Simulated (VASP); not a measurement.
Li8BrCl7:

```
Br Cl Li
1.0
    10.21550    0.00000    0.00000
     0.00000   10.21550    0.00000
     0.00000    0.00000   10.21550
Br Cl Li
4 28 32
Direct
  0.25015 0.99917 0.99553
  0.00126 0.99968 0.25083
  0.50187 0.00039 0.74980
  0.74979 0.75010 0.74845
  0.25161 0.99970 0.50099
  0.25219 0.49880 0.00235
  0.24634 0.50255 0.50506
  0.75005 0.99974 0.00171
  0.75061 0.99862 0.50257
  0.75209 0.49786 0.00129
  0.74933 0.50076 0.49889
  0.99636 0.25301 0.00243
  0.99801 0.24778 0.50114
  0.00130 0.74935 0.00132
  0.99718 0.74991 0.49709
  0.49803 0.24893 0.00006
  0.49929 0.25045 0.49723
  0.50435 0.74945 0.99647
  0.49855 0.75172 0.50125
  0.00144 0.00032 0.75226
  0.99899 0.49862 0.25175
  0.99813 0.50001 0.74929
  0.49864 0.00261 0.25039
  0.49693 0.49722 0.24842
  0.50117 0.50016 0.75051
  0.24824 0.25298 0.25166
  0.25121 0.24959 0.75150
  0.24966 0.75021 0.24951
  0.25127 0.74947 0.75192
  0.75195 0.24883 0.25257
  0.75112 0.25087 0.75266
  0.74874 0.74865 0.25070
  0.99837 0.00256 0.00116
  0.99803 0.00086 0.50423
  0.00024 0.49978 0.99935
  0.00222 0.49964 0.50118
  0.50282 0.99929 0.99950
  0.49626 0.99901 0.49845
  0.49894 0.50082 0.00118
  0.50039 0.49757 0.49837
  0.24898 0.25317 0.00019
  0.25185 0.24701 0.50204
  0.25134 0.74837 0.00022
  0.24932 0.74810 0.50093
  0.74863 0.25288 0.00299
  0.74838 0.24953 0.49696
  0.75133 0.74623 0.00072
  0.74945 0.74859 0.49876
  0.25033 0.00428 0.25118
  0.24728 0.00053 0.75088
  0.24819 0.50248 0.24754
  0.25152 0.50108 0.74842
  0.75103 0.00129 0.24843
  0.75057 0.00004 0.74744
  0.75191 0.49663 0.24740
  0.75191 0.49979 0.75014
  0.00225 0.24938 0.25000
  0.00009 0.24833 0.75052
  0.00068 0.74554 0.25242
  0.00175 0.75036 0.75096
  0.50135 0.24919 0.25054
  0.50048 0.24973 0.74848
  0.49714 0.75197 0.25064
  0.49648 0.74893 0.75222
```

- Program: VASP 6.6.1
- Task: relaxation of volume and atoms at fixed shape
- Functional: PBEsol
- Potentials or basis: VASP PAW PBE potentials, release 64 (Br, Cl, Li_sv)
- Cutoff: 600 eV
- k mesh: 1 × 1 × 1, shifted
- Occupations: fermi-dirac, width 0.05 eV
- Spin: no spin polarisation

At the start: pressure 0.1 GPa; volume 16.66 Å³/atom.

Question: How do energy, volume and symmetry change on relaxing?

Answer: Over 11 steps the energy falls by 3.4 meV/atom and the volume is 16.68 Å³/atom (+0.1 %); space group P1 (No. 1, to 0.1 Å) before and after.

The path:
```csv
step,energy change (eV),largest force (eV/Å),pressure (GPa),volume (Å³)
1,0.0000,0.2895,0.09,1066.05
2,-0.0572,0.2406,0.02,1067.50
3,-0.1632,0.1071,-0.16,1071.83
4,-0.1011,0.2763,-0.40,1080.54
5,-0.1814,0.1170,-0.25,1074.70
6,-0.1996,0.0845,-0.01,1067.17
7,-0.2029,0.0663,0.17,1061.66
8,-0.2120,0.0411,0.09,1063.94
9,-0.2148,0.0340,0.03,1065.93
10,-0.2149,0.0387,0.02,1066.13
11,-0.2166,0.0180,-0.01,1067.25
```

Final structure:
```yaml
crystal:
  lattice:
    - [10.21933, 0.00000, 0.00000]
    - [0.00000, 10.21933, 0.00000]
    - [0.00000, 0.00000, 10.21933]
  atoms:
    - { symbol: Br, position: [0.25004, 0.00023, 0.00025] }
    - { symbol: Br, position: [0.99891, 0.99969, 0.25170] }
    - { symbol: Br, position: [0.50000, 0.00084, 0.74918] }
    - { symbol: Br, position: [0.75074, 0.74869, 0.74991] }
    - { symbol: Cl, position: [0.24943, 0.99990, 0.50019] }
    - { symbol: Cl, position: [0.25001, 0.49991, 0.00003] }
    - { symbol: Cl, position: [0.25004, 0.49964, 0.50007] }
    - { symbol: Cl, position: [0.75003, 0.00139, 0.00144] }
    - { symbol: Cl, position: [0.74932, 0.00110, 0.49869] }
    - { symbol: Cl, position: [0.75000, 0.49833, 0.00171] }
    - { symbol: Cl, position: [0.75003, 0.49812, 0.49860] }
    - { symbol: Cl, position: [0.99874, 0.25274, 0.99933] }
    - { symbol: Cl, position: [0.99976, 0.25127, 0.50215] }
    - { symbol: Cl, position: [0.00009, 0.74675, 0.00096] }
    - { symbol: Cl, position: [0.00121, 0.74802, 0.50081] }
    - { symbol: Cl, position: [0.50134, 0.25292, 0.00168] }
    - { symbol: Cl, position: [0.49968, 0.25119, 0.49885] }
    - { symbol: Cl, position: [0.49993, 0.74708, 0.00307] }
    - { symbol: Cl, position: [0.49838, 0.74811, 0.49752] }
    - { symbol: Cl, position: [0.99981, 0.00139, 0.74960] }
    - { symbol: Cl, position: [0.99997, 0.49960, 0.25071] }
    - { symbol: Cl, position: [0.00133, 0.49841, 0.75036] }
    - { symbol: Cl, position: [0.50123, 0.00009, 0.25140] }
    - { symbol: Cl, position: [0.49987, 0.49981, 0.25015] }
    - { symbol: Cl, position: [0.49891, 0.49870, 0.75012] }
    - { symbol: Cl, position: [0.25121, 0.25308, 0.25204] }
    - { symbol: Cl, position: [0.24866, 0.25277, 0.74915] }
    - { symbol: Cl, position: [0.25108, 0.74714, 0.25172] }
    - { symbol: Cl, position: [0.24892, 0.74730, 0.74915] }
    - { symbol: Cl, position: [0.74869, 0.25115, 0.25022] }
    - { symbol: Cl, position: [0.75129, 0.25113, 0.75019] }
    - { symbol: Cl, position: [0.74841, 0.74812, 0.25032] }
    - { symbol: Li, position: [0.99235, 0.00074, 0.99507] }
    - { symbol: Li, position: [0.99734, 0.99982, 0.50690] }
    - { symbol: Li, position: [0.99872, 0.50010, 0.99842] }
    - { symbol: Li, position: [0.00013, 0.49950, 0.50249] }
    - { symbol: Li, position: [0.50810, 0.99975, 0.00594] }
    - { symbol: Li, position: [0.50058, 0.99925, 0.49382] }
    - { symbol: Li, position: [0.50148, 0.49992, 0.00202] }
    - { symbol: Li, position: [0.49981, 0.49944, 0.49776] }
    - { symbol: Li, position: [0.24969, 0.25759, 0.00040] }
    - { symbol: Li, position: [0.24989, 0.25109, 0.50127] }
    - { symbol: Li, position: [0.25050, 0.74278, 0.00229] }
    - { symbol: Li, position: [0.24930, 0.74777, 0.49882] }
    - { symbol: Li, position: [0.74934, 0.25161, 0.00234] }
    - { symbol: Li, position: [0.74950, 0.24954, 0.49839] }
    - { symbol: Li, position: [0.75091, 0.74740, 0.00779] }
    - { symbol: Li, position: [0.74924, 0.74914, 0.49230] }
    - { symbol: Li, position: [0.25611, 0.00182, 0.25781] }
    - { symbol: Li, position: [0.24391, 0.00205, 0.74277] }
    - { symbol: Li, position: [0.25118, 0.50091, 0.25170] }
    - { symbol: Li, position: [0.24921, 0.49849, 0.74816] }
    - { symbol: Li, position: [0.74411, 0.00102, 0.25131] }
    - { symbol: Li, position: [0.75612, 0.00759, 0.74798] }
    - { symbol: Li, position: [0.74842, 0.49774, 0.25001] }
    - { symbol: Li, position: [0.75205, 0.49229, 0.74963] }
    - { symbol: Li, position: [0.00085, 0.25695, 0.25097] }
    - { symbol: Li, position: [0.00142, 0.25298, 0.75085] }
    - { symbol: Li, position: [0.00146, 0.74191, 0.25093] }
    - { symbol: Li, position: [0.00748, 0.74663, 0.75094] }
    - { symbol: Li, position: [0.49997, 0.25329, 0.24994] }
    - { symbol: Li, position: [0.49889, 0.25756, 0.74996] }
    - { symbol: Li, position: [0.49771, 0.74714, 0.25028] }
    - { symbol: Li, position: [0.49247, 0.74204, 0.75052] }
```

Caveat: the cutoff is under 1.25 times the usual one of these potentials, so pressure, stress and relaxed cells hold a basis-set (Pulay) error; the PAW data sets were made with another functional, which shifts forces and pressure a little.
